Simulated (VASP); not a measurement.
A run of VASP 6.6.1 is set up as follows.

Contents of INCAR:

```
SYSTEM = Cu
ALGO = Normal ; EDIFF = 1E-6
ENCUT = 520 ; GGA = PS
ISIF = 2 ; ISMEAR = 0
LASPH = .TRUE. ; LCHARG = .FALSE.
LREAL = .FALSE. ; LWAVE = .FALSE.
NBANDS = 12 ; NELM = 80
PREC = Accurate ; SIGMA = 0.15
```

The input KPOINTS:

```
k-points
0
G
  22 22 22
  0 0 0
```

The input POSCAR:

```
Cu
1.0
    0.0000000000      1.7803875000      1.8617250000
    1.7803875000      0.0000000000      1.8617250000
    1.7803875000      1.7803875000      0.0000000000
Cu
1
Direct
    0.0000000000      0.0000000000      0.0000000000
```

Potentials or basis: VASP PAW PBE potentials, release 64 (Cu).

Launch:

```console
$ cat potpaw_PBE.64/Cu/POTCAR > POTCAR
$ mpirun -np 1 vasp_std > vasp.out
```

Q: What does it give for the pressure?

A: -5.6 GPa.

Stress tensor (GPa, compression positive):
```
-4.65  0.00  0.00
 0.00 -4.65  0.00
 0.00  0.00 -7.62
```

Caveat: the cell differs from its parent crystal (strain -0.015 along x and y, +0.030 along z); the PAW data sets were made with another functional, which shifts forces and pressure a little.
